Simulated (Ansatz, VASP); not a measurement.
Sb: VASP beside Ansatz

Contents of INCAR:

```
PREC = Accurate
ENCUT = 520
EDIFF = 1E-6
ISMEAR = 0
SIGMA = 0.1
LREAL = F
LASPH = T
NELM = 80
ALGO = Normal
ISIF = 2
LWAVE = F
LCHARG = T
GGA = PS
LELF = T
LVHAR = T
NBANDS = 8
```

The input KPOINTS:

```
Automatic mesh
0
Gamma
  12 12 12
```

The input POSCAR:

```
Sb
1.0
    3.1969404000      0.1264000000     -0.0806748000
    0.1264000000      3.1813616000     -0.1264000000
   -0.0806748000     -0.1264000000      3.1969404000
Sb
1
Direct
    0.0000000000      0.0000000000      0.0000000000
```

Input for Ansatz:

```yaml
crystal:
  lattice:
    - [3.1969404, 0.1264, -0.0806748]
    - [0.1264, 3.1813616, -0.1264]
    - [-0.0806748, -0.1264, 3.1969404]
  atoms:
    - { symbol: Sb, position: [0.0, 0.0, 0.0] }
basis:
  ecutwfc: 420
kpoints:
  mp_grid: { grid: [12, 12, 12] }
hamiltonian:
  xc: pbesol
scf:
  occupations: { method: gaussian, width: 0.1 }
output:
  forces: true
  stress: true
  eigenvalues: true
```

Alike in both runs: task single point; functional PBEsol; k mesh 12 × 12 × 12; occupations gaussian, width 0.1 eV; no spin polarisation.

|  | VASP | Ansatz |
| --- | --- | --- |
| version | VASP 6.6.1 | Ansatz 0.2.0 |
| potentials or method | VASP PAW PBE potentials, release 64 (Sb), cutoff 520 eV | scalar-relativistic, plane waves, PAW |
| valence electrons in the cell | 5 | 15 |

|  | VASP | Ansatz | Ansatz less VASP |
| --- | --- | --- | --- |
| gap on the k mesh at the Fermi level (eV) | none | none | - |
| pressure (GPa) | -5.8 | -5.8 | -0.01 |
| traceless stress, the component that is largest in VASP (GPa) | 1.11 | 1.12 | +0.006 |

VASP's potentials were made for PBE, not for PBEsol. A gap of «none» marks a metal or a gap that the smearing closes. The functional is the same, so the differences come from potentials, cutoffs and numerics. VASP's potentials hold 5 valence electrons a cell and Ansatz's 15, so a difference there can come from the potentials and not from the codes.

Neither program's run includes spin-orbit coupling.
